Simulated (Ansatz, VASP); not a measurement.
**Mg3Be in VASP and in Ansatz**

Contents of INCAR:

```
SYSTEM = Mg3Be
  PREC = Accurate
  ENCUT = 600
  EDIFF = 1E-6
  ISMEAR = 0
  SIGMA = 0.1
  LREAL = .FALSE.
  LASPH = .TRUE.
  NELM = 60
  ALGO = Normal
  ISIF = 3
  LWAVE = .FALSE.
  LCHARG = .FALSE.
  GGA = PE
  IBRION = 2
  NSW = 100
  EDIFFG = -0.01
```

The input KPOINTS:

```
regular mesh
0
G
  12 12 12
  0 0 0
```

POSCAR

```
Mg3Be
1.0
    4.2213558280      0.0000000000      0.0000000000
    0.0000000000      4.2213558280      0.0000000000
    0.0000000000      0.0000000000      4.2213558280
Mg Be
3 1
Direct
    0.0000000000      0.5000000000      0.5000000000
    0.5000000000      0.0000000000      0.5000000000
    0.5000000000      0.5000000000      0.0000000000
    0.0000000000      0.0000000000      0.0000000000
```

Input for Ansatz:

```yaml
crystal:
  lattice:
    - [4.221355828, 0.0, 0.0]
    - [0.0, 4.221355828, 0.0]
    - [0.0, 0.0, 4.221355828]
  atoms:
    - { symbol: Mg, position: [0.0, 0.5, 0.5] }
    - { symbol: Mg, position: [0.5, 0.0, 0.5] }
    - { symbol: Mg, position: [0.5, 0.5, 0.0] }
    - { symbol: Be, position: [0.0, 0.0, 0.0] }
basis:
  ecutwfc: 420
kpoints:
  mp_grid: { grid: [12, 12, 12] }
hamiltonian:
  xc: pbe
scf:
  occupations: { method: gaussian, width: 0.1 }
output:
  forces: true
  stress: true
  eigenvalues: true
relax:
  adjacent_minimum: "off"
  f_tol: 0.01
  max_steps: 80
  cell: { stress_tol: 0.05 }
```

Alike in both runs: task relaxation of cell and atoms; functional PBE; k mesh 12 × 12 × 12; occupations gaussian, width 0.1 eV; no spin polarisation.

|  | VASP | Ansatz |
| --- | --- | --- |
| version | VASP 6.6.1 | Ansatz 0.2.0 |
| potentials or method | VASP PAW PBE potentials, release 64 (Mg, Be), cutoff 600 eV | scalar-relativistic, plane waves, PAW |
| valence electrons in the cell | 8 | 32 |

VASP gave:

- gap on the k mesh at the Fermi level, each at its own relaxed structure (eV): none
- relaxed volume (Å³/atom): 18.81
- relaxed cell length with the largest relative difference (Å): 4.221

Q: Estimate Ansatz's values.

A: gap on the k mesh at the Fermi level, each at its own relaxed structure (eV): none; relaxed volume (Å³/atom): 18.86; relaxed cell length with the largest relative difference (Å): 4.225.

A gap of «none» marks a metal or a gap that the smearing closes. VASP's potentials hold 8 valence electrons a cell and Ansatz's 32, so a difference there can come from the potentials and not from the codes.

Noted on VASP's run: the relaxation stopped at its first step, so nothing moved; too few bands were computed for a metal, which touches its energy and stress.
